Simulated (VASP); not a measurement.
Al2Cu, 3 atoms in the cell. Symmetry: P4/mmm, No. 123, tetragonal system. Conventional cell: a = 4.121 Å, b = 4.121 Å, c = 2.885 Å, α = 90.00°, β = 90.00°, γ = 90.00°. Within 3.3 Å of Al (site symmetry mmm) lie 4 Cu at 2.52 Å and 6 Al at 2.88 to 2.91 Å. Within 3.3 Å of Cu (site symmetry 4/mmm) lie 8 Al at 2.52 Å and 2 Cu at 2.88 Å. 

```yaml
Program: VASP 6.6.1
Task: vibrations by perturbation theory
Functional: PBE
Potentials_or_basis: VASP PAW PBE potentials, release 64 (Al, Cu)
Cutoff: 520 eV
k_mesh: 10 × 10 × 14
Occupations: gaussian, width 0.15 eV
Spin: no spin polarisation
Dipole_correction: no
Further_INCAR_settings: ALGO = Normal; EDIFF = 1e-08; NBANDS = 16; IBRION = 8; NSW = 1
```

Potentials or basis: VASP PAW PBE potentials, release 64 (Al, Cu).

Run with:

```sh
$ cat potpaw_PBE.64/Al/POTCAR potpaw_PBE.64/Cu/POTCAR > POTCAR
$ mpirun -np 1 vasp_std > vasp.out
```

Hardware: 1 × NVIDIA H100 80GB with 1 thread of AMD EPYC 7R13 Processor (Zen 3) (shared host).

Q: Estimate the wall time of this run.

A: It took 29 min on 1 × NVIDIA H100 80GB with 1 thread of AMD EPYC 7R13 Processor (Zen 3), on a shared host, peak memory 1.6 GiB. Counts: scf iterations 86, k points 168.
